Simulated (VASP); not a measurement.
A run of VASP 6.6.1:

The input INCAR:

```
ALGO = Normal
EDIFF = 1E-6
ENCUT = 500
GGA = PS
GGA_COMPAT = False
ISIF = 2
ISMEAR = 0
LASPH = True
LCHARG = False
LREAL = False
LWAVE = False
NBANDS = 11
NELM = 120
PREC = Accurate
SIGMA = 0.02
```

Contents of KPOINTS:

```
k-points
0
Gamma
  10 10 10
```

POSCAR

```
AlP
1.0
    0.0000000000      2.7348432858      2.7348432858
    2.7348432858      0.0000000000      2.7348432858
    2.7348432858      2.7348432858      0.0000000000
Al P
1 1
Direct
    0.0000000000      0.0000000000      0.0000000000
    0.2500000000      0.2500000000      0.2500000000
```

Potentials or basis: VASP PAW PBE potentials, release 64 (Al, P).

Run with:

```console
$ cat potpaw_PBE.64/Al/POTCAR potpaw_PBE.64/P/POTCAR > POTCAR
$ mpirun -np 1 vasp_std > vasp.out
```

Hardware: 1 thread of Intel Xeon 8259CL, on a shared host.

Q: How long does it take, and how much memory?

A: Wall time 31 s on 1 thread of Intel Xeon 8259CL, on a shared host, peak memory 0.16 GiB. Counts: scf iterations 12, k points 47.
